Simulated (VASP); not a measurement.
# Ta5O in VASP: relaxation of the atoms with PBEsol

Aim: the relaxation of the atoms of Ta5O with PBEsol.

Everything below comes from runs of VASP 6.6.1. Logs are shortened: lines on timing, memory, paths and dates and some standing lists are left out, and cuts for length are marked.

**1. The cell of the first run**

The cell holds a slab with vacuum, 6 atoms: a = 3.281 Å, b = 3.281 Å, c = 25.561 Å, α = 90.00°, β = 90.00°, γ = 90.00°.

**2. Relaxation of the atoms, PBEsol**

File INCAR:

```
PREC = Accurate
ENCUT = 520
EDIFF = 1E-6
ISMEAR = 0
SIGMA = 0.1
LREAL = F
LASPH = T
NELM = 100
ALGO = Fast
ISIF = 2
LWAVE = F
LCHARG = F
LDIPOL = T
IDIPOL = 3
DIPOL = 0.5 0.5 0.486
GGA = PS
IBRION = 2
NSW = 45
EDIFFG = -0.02
```

File KPOINTS:

```
regular mesh
0
Gamma
  9 9 1
```

File POSCAR:

```
Ta5O
1.0
    3.2805195245      0.0000000000      0.0000000000
    0.0000000000      3.2805195245      0.0000000000
    0.0000000000      0.0000000000     25.5610390491
Ta O
5 1
Selective dynamics
Direct
    0.5000000000      0.5000000000      0.3325373427  F F F
    0.0000000000      0.0000000000      0.3967076512  F F F
    0.5000000000      0.5000000000      0.4611411134  F F F
    0.0000000000      0.0000000000      0.5263369579  F F F
    0.5000000000      0.5000000000      0.5815099130  F F F
    1.0000000000      1.0000000000      0.6190670717  F F T
```

Potentials or basis: VASP PAW PBE potentials, release 64 (Ta_pv, O).

The run is started by

```
> cat potpaw_PBE.64/Ta_pv/POTCAR potpaw_PBE.64/O/POTCAR > POTCAR
> mpirun -np 1 vasp_std > vasp.out
```

OUTCAR:

```text
PREC = Accurate
   ENCUT = 520
   EDIFF = 1E-6
   ISMEAR = 0
   LREAL = F
   LASPH = T
   NELM = 100
   ISIF = 2
   GGA = PS
   IBRION = 2
   NSW = 45
   EDIFFG = -0.02

 ion  position               nearest neighbor table
   1  0.500  0.500  0.333-   2 2.84   2 2.84   2 2.84   2 2.84   3 3.29
   2  0.000  0.000  0.397-   1 2.84   1 2.84   1 2.84   1 2.84   3 2.84   3 2.84   3 2.84   3 2.84
                             4 3.31
   3  0.500  0.500  0.461-   2 2.84   2 2.84   2 2.84   2 2.84   4 2.86   4 2.86   4 2.86   4 2.86
                             5 3.08   1 3.29
   4  0.000  0.000  0.526-   6 2.37   5 2.71   5 2.71   5 2.71   5 2.71   3 2.86   3 2.86   3 2.86
                             3 2.86   2 3.31
   5  0.500  0.500  0.582-   6 2.51   6 2.51   6 2.51   6 2.51   4 2.71   4 2.71   4 2.71   4 2.71
                             3 3.08
   6  0.000  0.000  0.619-   4 2.37   5 2.51   5 2.51   5 2.51   5 2.51

  LATTYP: Found a simple tetragonal cell.
 ALAT       =     3.2805195245
 C/A-ratio  =     7.7917655598

  Lattice vectors:

 A1 = (   3.2805195245,   0.0000000000,   0.0000000000)
 A2 = (   0.0000000000,   3.2805195245,   0.0000000000)
 A3 = (   0.0000000000,   0.0000000000,  25.5610390491)

Analysis of symmetry for initial positions (statically):
=====================================================================
 Subroutine PRICEL returns:
 Original cell was already a primitive cell.

 Routine SETGRP: Setting up the symmetry group for a
 simple tetragonal supercell.

 Subroutine GETGRP returns: Found  8 space group operations
 (whereof  8 operations were pure point group operations)
 out of a pool of 16 trial point group operations.

The static configuration has the point symmetry C_4v.

Analysis of symmetry for dynamics (positions and initial velocities):
=====================================================================
 Subroutine PRICEL returns:
 Original cell was already a primitive cell.

 Routine SETGRP: Setting up the symmetry group for a
 simple tetragonal supercell.

 Subroutine GETGRP returns: Found  8 space group operations
 (whereof  8 operations were pure point group operations)
 out of a pool of 16 trial point group operations.

The dynamic configuration has the point symmetry C_4v.

Analysis of constrained symmetry for selective dynamics:
=====================================================================
 Subroutine PRICEL returns:
 Original cell was already a primitive cell.

 Routine SETGRP: Setting up the symmetry group for a
 simple tetragonal supercell.

 Subroutine GETGRP returns: Found  8 space group operations
 (whereof  8 operations were pure point group operations)
 out of a pool of 16 trial point group operations.

The constrained configuration has the point symmetry C_4v.

 Subroutine INISYM returns: Found  8 space group operations
 (whereof  8 operations are pure point group operations),
 and found     1 'primitive' translations

----------------------------------------------------------------------------------------

                                     Primitive cell

  volume of cell :     275.0830

  direct lattice vectors                    reciprocal lattice vectors
     3.280519524  0.000000000  0.000000000     0.304829766  0.000000000  0.000000000
     0.000000000  3.280519524  0.000000000     0.000000000  0.304829766  0.000000000
     0.000000000  0.000000000 25.561039049     0.000000000  0.000000000  0.039122040

  length of vectors
     3.280519524  3.280519524 25.561039049     0.304829766  0.304829766  0.039122040

  position of ions in fractional coordinates (direct lattice)
     0.500000000  0.500000000  0.332537343
     0.000000000  0.000000000  0.396707651
     0.500000000  0.500000000  0.461141113
     0.000000000  0.000000000  0.526336958
     0.500000000  0.500000000  0.581509913
     0.000000000  0.000000000  0.619067072

  ion indices of the primitive-cell ions
   primitive index   ion index
                 1           1
[... 56 lines left out ...]
   NGXF,Y,Z  is equivalent  to a cutoff of  24.32, 24.32, 24.97 a.u.
 SYSTEM =  unknown system
   PREC   = accura    normal or accurate (medium, high low for compatibility)
   ISTART =      0    job   : 0-new  1-cont  2-samecut
   ICHARG =      2    charge: 1-file 2-atom 10-const
   ISPIN  =      1    spin polarized calculation?
   LNONCOLLINEAR =      F non collinear calculations
   LSORBIT =      F    spin-orbit coupling
   LASPH  =      T    aspherical Exc in radial PAW
   ENCUT  =  520.0 eV  38.22 Ry    6.18 a.u.   6.10  6.10 47.53*2*pi/ulx,y,z
   NELM   =    100;   NELMIN=  2; NELMDL= -5     # of ELM steps
   EDIFF  = 0.1E-05   stopping-criterion for ELM
   LREAL  =      F    real-space projection
   EDIFFG = -.2E-01   stopping-criterion for IOM
   NSW    =     45    number of steps for IOM
   IBRION =      2    ionic relax: 0-MD 1-quasi-New 2-CG
   NFREE  =      1    steps in history (QN), initial steepest desc. (CG)
   ISIF   =      2    stress and relaxation
   ISYM   =      2    0-nonsym 1-usesym 2-fastsym
   POTIM  = 0.5000    time-step for ionic-motion
   TEBEG  =    0.0;   TEEND  =   0.0 temperature during run
   PSTRESS=    0.0 pullay stress
   NELECT =      61.0000    total number of electrons
   NUPDOWN=      -1.0000    fix difference up-down
   EMIN   =  10.00;   EMAX   =-10.00  energy-range for DOS
   EFERMI =   0.00;   METHOD = LEGACY
   ISMEAR =     0;   SIGMA  =   0.10  broadening in eV -4-tet -1-fermi 0-gaus
   EFERMI_NEDOS =   21; number of points for ismear=-14 and -15
   IALGO  =     68    algorithm
   IMIX   =      4    mixing-type and parameters
     AMIX     =   0.40;   BMIX     =  1.00
     AMIX_MAG =   1.60;   BMIX_MAG =  1.00
  volume/ion in A,a.u.               =      45.85       309.39
  Fermi-wavevector in a.u.,A,eV,Ry     =   0.990901  1.872531 13.359349  0.981884
  Thomas-Fermi vector in A             =   2.122604
   LORBIT       =      0    0 simple, 1 ext, 2 COOP (PROOUT), +10 PAW based schemes
   GGA     = PS    functional components
   LHFCALC =     F    Hartree Fock is set to
   AEXX    =    0.0000 exact exchange contribution
   IVDW    =     0    specifies the selected vdW correction
   LEPSILON=     F    determine dielectric tensor
   LRPA    =     F    only Hartree local field effects (RPA)
 conjugate gradient relaxation of ions
 non-spin polarized calculation
 RMM-DIIS sequential band-by-band and
 Gauss-broadening in eV      SIGMA  =   0.10
  energy-cutoff  :      520.00
  volume of cell :      275.08
 maximum number of plane-waves:      7464
   NGX = 13   NGY = 13   NGZ = 95

--------------------------------------- Ionic step        1  -------------------------------------------

 number of electron      61.0000015 magnetization

 Free energy of the ion-electron system (eV)
  ---------------------------------------------------
  ext. energy  EPLUGINS =         0.00000000
  ---------------------------------------------------
  free energy    TOTEN  =       -67.55199341 eV

  energy without entropy =      -67.53263319  energy(sigma->0) =      -67.54231330

------------------------ aborting loop because EDIFF is reached ----------------------------------------

  FORCE on cell =-STRESS in cart. coord.  units (eV):
  Direction    XX          YY          ZZ          XY          YZ          ZX
  --------------------------------------------------------------------------------------
  -------------------------------------------------------------------------------------
  Total       -7.8183682     -7.8183682     -1.7691923      0.0000000     -0.0000000      0.0000000
  in kB      -45.5368460    -45.5368460    -10.3043800      0.0000000     -0.0000000      0.0000000
  external PRESSURE =     -33.7926906 kB  Pullay stress =       0.0000000 kB
[... 101 lines left out ...]
  FREE ENERGIE OF THE ION-ELECTRON SYSTEM (eV)
  ---------------------------------------------------
  free  energy   TOTEN  =       -67.7564269131 eV

  energy  without entropy=      -67.7307871271  energy(sigma->0) =      -67.74360702

 dipolmoment           0.000000      0.000000     -0.002139 electrons x Angstroem

--------------------------------------- Ionic step        4  -------------------------------------------

 number of electron      61.0000016 magnetization

------------------------ aborting loop because EDIFF is reached ----------------------------------------

 vacuum level on the upper side and lower side of the slab       (xc-potential included)         0.007        -0.021

  FORCE on cell =-STRESS in cart. coord.  units (eV):
  Direction    XX          YY          ZZ          XY          YZ          ZX
  --------------------------------------------------------------------------------------
  -------------------------------------------------------------------------------------
  Total       -7.0457348     -7.0457348      1.8962538      0.0000000      0.0000000     -0.0000000
  in kB      -41.0367649    -41.0367649     11.0444293      0.0000000      0.0000000     -0.0000000
  external PRESSURE =     -23.6763668 kB  Pullay stress =       0.0000000 kB
[... 27 lines left out ...]
--------------------------------------- Ionic step        5  -------------------------------------------

 number of electron      61.0000015 magnetization

 dipolmoment           0.000000      0.000000      0.002573 electrons x Angstroem

 Free energy of the ion-electron system (eV)
  ---------------------------------------------------
  ext. energy  EPLUGINS =         0.00000000
  ---------------------------------------------------
  free energy    TOTEN  =       -67.75920469 eV

  energy without entropy =      -67.73316503  energy(sigma->0) =      -67.74618486

 E-fermi :  -0.5548     XC(G=0):  -5.1762

 val. band max:       -0.5708495791   @ k =   0.3333   0.1111   0.0000
 cond. band min:      -0.5429470031   @ k =   0.4444   0.1111   0.0000
 fundamental gap:      0.0279025760
 Fermi energy:        -0.5548010803

 k-point     1 :       0.0000    0.0000    0.0000
  band No.  band energies     occupation
      1     -35.7763      2.00000
      2     -35.7763      2.00000
      3     -35.5807      2.00000
      4     -35.3374      2.00000
      5     -35.1459      2.00000
      6     -35.1459      2.00000
[... 574 lines left out ...]
     35       1.6546      0.00000
     36       1.9613      0.00000

------------------------ aborting loop because EDIFF is reached ----------------------------------------

 vacuum level on the upper side and lower side of the slab       (xc-potential included)        -0.122        -0.139

  FORCE on cell =-STRESS in cart. coord.  units (eV):
  Direction    XX          YY          ZZ          XY          YZ          ZX
  --------------------------------------------------------------------------------------
  -------------------------------------------------------------------------------------
  Total       -7.0657366     -7.0657366      1.8062140      0.0000000      0.0000000      0.0000000
  in kB      -41.1532621    -41.1532621     10.5200072      0.0000000      0.0000000      0.0000000
  external PRESSURE =     -23.9288390 kB  Pullay stress =       0.0000000 kB
[... 21 lines left out ...]
  FREE ENERGIE OF THE ION-ELECTRON SYSTEM (eV)
  ---------------------------------------------------
  free  energy   TOTEN  =       -67.7592046908 eV

  energy  without entropy=      -67.7331650347  energy(sigma->0) =      -67.74618486

 reached required accuracy - stopping structural energy minimisation

 vacuum level on the upper side and lower side of the slab         3.452         3.430
```

Wall time 15 min (1 thread of Oxide Virtual Turin-like, shared host); peak memory 0.38 GiB.

Results:

* Free energy: -67.7592 eV
* Energy gained by relaxing: 34.5 meV/atom
* Ionic steps: 5
* Band gap on the k mesh: zero (an odd number of electrons rules out a gap without spin polarisation)

Step by step:
```tsv
step	energy change (eV)	largest force on free atoms (eV/Å)	pressure (GPa)
1	0.0000	1.9513	-3.38
2	-0.1478	1.1097	-2.98
3	-0.2044	0.2547	-2.53
4	-0.2072	0.0318	-2.37
5	-0.2072	0.0170	-2.39
```

Final structure:
```
CELL_PARAMETERS angstrom
3.28052 0.00000 0.00000
0.00000 3.28052 0.00000
0.00000 0.00000 25.56104
ATOMIC_POSITIONS crystal
Ta 0.50000 0.50000 0.33254
Ta 0.00000 0.00000 0.39671
Ta 0.50000 0.50000 0.46114
Ta 0.00000 0.00000 0.52634
Ta 0.50000 0.50000 0.58151
O 0.00000 0.00000 0.61139
```

Caveat: the PAW data sets were made with another functional, which shifts forces and pressure a little; spin-orbit coupling is left out, which moves the levels of the heavy elements; an odd number of electrons without spin polarisation forces a metal; a magnetic or distorted state may lie lower.
